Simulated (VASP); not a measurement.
A run of VASP 6.6.1 is set up as follows.

Contents of POSCAR:

```
SiC
1.0
    3.0760000000      0.0000000000      0.0000000000
   -1.5380000000      2.6638941420      0.0000000000
    0.0000000000      0.0000000000      5.0480000000
Si C
2 2
Direct
    0.3333333333      0.6666666667      0.0000000000
    0.6666666667      0.3333333333      0.5000000000
    0.3333333333      0.6666666667      0.3750000000
    0.6666666667      0.3333333333      0.8750000000
```

File INCAR.step1:

```
SYSTEM = SiC
PREC = Accurate
ENCUT = 600
ISMEAR = 0
SIGMA = 0.02
LREAL = .False.
LASPH = .True.
NELM = 80
GGA = PE
ALGO = Normal
EDIFF = 1E-4
LWAVE = .True.
LCHARG = .False.
```

INCAR.step2

```
SYSTEM = SiC
PREC = Accurate
ENCUT = 600
EDIFF = 1E-6
ISMEAR = 0
SIGMA = 0.02
LREAL = .False.
LASPH = .True.
NELM = 80
ALGO = Normal
ISIF = 3
LWAVE = .False.
LCHARG = .False.
METAGGA = R2SCAN
LMIXTAU = .True.
IBRION = 2
NSW = 100
EDIFFG = -0.002
ISTART = 1
```

KPOINTS

```
regular mesh
0
Gamma
  9 9 6
  0 0 0
```

Potentials or basis: VASP PAW PBE potentials, release 64 (Si, C).

Launch:

```console
$ cat potpaw_PBE.64/Si/POTCAR potpaw_PBE.64/C/POTCAR > POTCAR
$ cp INCAR.step1 INCAR
$ mpirun -np 1 vasp_std > vasp.out
$ cp INCAR.step2 INCAR
$ mpirun -np 1 vasp_std > vasp.out
```

(1) Predict the relaxed volume.

(2) Predict the relaxed cell.

(3) What does it give for the band gap on the k mesh?

Answers

(1) 10.32 Å³/atom.

(2) a = 3.074 Å, b = 3.074 Å, c = 5.046 Å, α = 90.00°, β = 90.00°, γ = 120.00°.

(3) 2.66 eV, indirect (least direct gap 4.52 eV).

Caveat: the PAW data sets were made with another functional, which shifts forces and pressure a little.
